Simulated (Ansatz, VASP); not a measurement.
## Two plane-wave programs on Ge

File INCAR:

```
SYSTEM = Ge
PREC = Accurate ; ENCUT = 500
EDIFF = 1E-6 ; ISMEAR = -1
SIGMA = 0.02 ; LREAL = .FALSE.
LASPH = .TRUE. ; NELM = 120
ALGO = Normal ; ISIF = 2
LWAVE = .FALSE. ; LCHARG = .FALSE.
GGA = PE ; NBANDS = 21
GGA_COMPAT = .FALSE.
```

KPOINTS

```
regular mesh
0
G
  4 4 4
  0 0 0
```

Contents of POSCAR:

```
Ge
1.0
    0.0000000000      2.8368735121      2.8368735121
    2.8368735121      0.0000000000      2.8368735121
    2.8368735121      2.8368735121      0.0000000000
Ge
2
Direct
    0.0000000000      0.0000000000      0.0000000000
    0.2500000000      0.2500000000      0.2500000000
```

Input for Ansatz:

```yaml
crystal:
  lattice:
    - [0.0, 2.8368735121, 2.8368735121]
    - [2.8368735121, 0.0, 2.8368735121]
    - [2.8368735121, 2.8368735121, 0.0]
  atoms:
    - { symbol: Ge, position: [0.0, 0.0, 0.0] }
    - { symbol: Ge, position: [0.25, 0.25, 0.25] }
kpoints:
  mp_grid: { grid: [4, 4, 4] }
hamiltonian:
  xc: pbe
scf:
  occupations: { method: fermi_dirac, width: 0.02 }
  n_extra_bands: 4
output:
  forces: true
  stress: true
  eigenvalues: true
```

Alike in both runs: task single point; functional PBE; k mesh 4 × 4 × 4; occupations fermi-dirac, width 0.02 eV; no spin polarisation.

```csv
,VASP,Ansatz
version,VASP 6.6.1,Ansatz 0.2.0
potentials or method,"VASP PAW PBE potentials, release 64 (Ge_d)",plane waves
plane-wave cutoff (eV),500,420
valence electrons in the cell,28,28
```

```tsv
	VASP	Ansatz	Ansatz less VASP
pressure (GPa)	3.8	3.9	+0.16
```

The functional is the same, so the differences come from potentials, cutoffs and numerics.

The k mesh is coarse, so the values compare programs but aren't converged.
